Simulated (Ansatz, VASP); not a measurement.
# One calculation of KCl, two programs

File POSCAR:

```
KCl
1.0
    0.0000000000      3.0490933873      3.0490933873
    3.0490933873      0.0000000000      3.0490933873
    3.0490933873      3.0490933873      0.0000000000
K Cl
1 1
Direct
    0.0000000000      0.0000000000      0.0000000000
    0.5000000000      0.5000000000      0.5000000000
```

INCAR.step1

```
SYSTEM = KCl
PREC = Accurate ; ENCUT = 520
ISMEAR = 0 ; SIGMA = 0.02
LREAL = .False. ; LASPH = .True.
NELM = 80 ; NBANDS = 15
GGA = PE ; ALGO = Normal
EDIFF = 1E-4 ; LWAVE = .True.
LCHARG = .False.
```

The input INCAR.step2:

```
SYSTEM = KCl
PREC = Accurate ; ENCUT = 520
EDIFF = 1E-7 ; ISMEAR = 0
SIGMA = 0.02 ; LREAL = .False.
LASPH = .True. ; NELM = 80
ALGO = Normal ; ISIF = 2
LWAVE = .False. ; LCHARG = .False.
METAGGA = R2SCAN ; LMIXTAU = .True.
NBANDS = 15 ; ISTART = 1
```

The input KPOINTS:

```
regular mesh
0
Gamma
  6 6 6
  0 0 0
```

Input for Ansatz:

```yaml
crystal:
  lattice:
    - [0.0, 3.0490933873, 3.0490933873]
    - [3.0490933873, 0.0, 3.0490933873]
    - [3.0490933873, 3.0490933873, 0.0]
  atoms:
    - { symbol: K, position: [0.0, 0.0, 0.0] }
    - { symbol: Cl, position: [0.5, 0.5, 0.5] }
basis:
  ecutwfc: 500
kpoints:
  mp_grid: { grid: [6, 6, 6] }
hamiltonian:
  xc: r2scan
scf:
  occupations: { method: gaussian, width: 0.02 }
output:
  forces: true
  stress: true
  eigenvalues: true
```

Alike in both runs: task single point; functional r2SCAN; k mesh 6 × 6 × 6; occupations gaussian, width 0.02 eV; no spin polarisation.

|  | VASP | Ansatz |
| --- | --- | --- |
| version | VASP 6.6.1 | Ansatz 0.2.0 |
| potentials or method | VASP PAW PBE potentials, release 64 (K_sv, Cl), cutoff 520 eV | scalar-relativistic, plane waves, PAW |
| valence electrons in the cell | 16 | 16 |

```csv
,VASP,Ansatz,Ansatz less VASP
gap on the k mesh at the Fermi level (eV),6.19,6.18,-0.004
least direct gap on the mesh (eV),6.19,6.18,-0.004
pressure (GPa),2.3,2.3,+0.01
```

VASP's potentials were made for PBE, not for r2SCAN.
